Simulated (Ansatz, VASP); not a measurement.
# Ca3Bi: VASP beside Ansatz

The input INCAR:

```
SYSTEM = Ca3Bi
ALGO     = Normal         ! electronic algorithm
EDIFF    = 1E-6           ! SCF threshold, eV
ENCUT    = 520            ! plane-wave cutoff, eV
GGA      = PE             ! functional
ISIF     = 2              ! what is computed and relaxed
ISMEAR   = 0              ! smearing method
LASPH    = .True.         ! aspherical terms in the spheres
LCHARG   = .True.         ! write CHGCAR
LELF     = .True.         ! ELF
LREAL    = .False.        ! projectors in reciprocal space
LVHAR    = .True.       
LWAVE    = .False.        ! write WAVECAR
NBANDS   = 30             ! bands
NELM     = 100            ! most SCF steps
PREC     = Accurate       ! precision mode
SIGMA    = 0.1            ! smearing width, eV
```

File KPOINTS:

```
k-points
0
Gamma
  4 4 4
  0 0 0
```

File POSCAR:

```
Ca3Bi
1.0
    4.8316104638      0.0000000000      0.0000000000
    0.0000000000      4.8316104638      0.0000000000
    0.0000000000      0.0000000000      4.8316104638
Ca Bi
3 1
Direct
    0.0000000000      0.5000000000      0.5000000000
    0.5000000000      0.0000000000      0.5000000000
    0.5000000000      0.5000000000      0.0000000000
    0.0000000000      0.0000000000      0.0000000000
```

Input for Ansatz:

```yaml
crystal:
  lattice:
    - [4.8316104638, 0.0, 0.0]
    - [0.0, 4.8316104638, 0.0]
    - [0.0, 0.0, 4.8316104638]
  atoms:
    - { symbol: Ca, position: [0.0, 0.5, 0.5] }
    - { symbol: Ca, position: [0.5, 0.0, 0.5] }
    - { symbol: Ca, position: [0.5, 0.5, 0.0] }
    - { symbol: Bi, position: [0.0, 0.0, 0.0] }
basis:
  ecutwfc: 420
kpoints:
  mp_grid: { grid: [4, 4, 4] }
hamiltonian:
  xc: pbe
scf:
  occupations: { method: gaussian, width: 0.1 }
  lower_state_search: "off"
output:
  forces: true
  stress: true
  eigenvalues: true
```

Alike in both runs: task single point; functional PBE; k mesh 4 × 4 × 4; occupations gaussian, width 0.1 eV; no spin polarisation.

```csv
,VASP,Ansatz
version,VASP 6.6.1,Ansatz 0.2.0
potentials or method,"VASP PAW PBE potentials, release 64 (Ca_sv, Bi_d), cutoff 520 eV","scalar-relativistic, plane waves, PAW"
valence electrons in the cell,45,45
```

VASP gave:

| Quantity | Value |
| --- | --- |
| gap on the k mesh at the Fermi level (eV) | none |
| pressure (GPa) | 6.1 |

**Question.** Estimate Ansatz's values.

**Answer.** gap on the k mesh at the Fermi level (eV): none; pressure (GPa): 6.0.

A gap of «none» marks a metal or a gap that the smearing closes.

Spin-orbit coupling is off throughout.
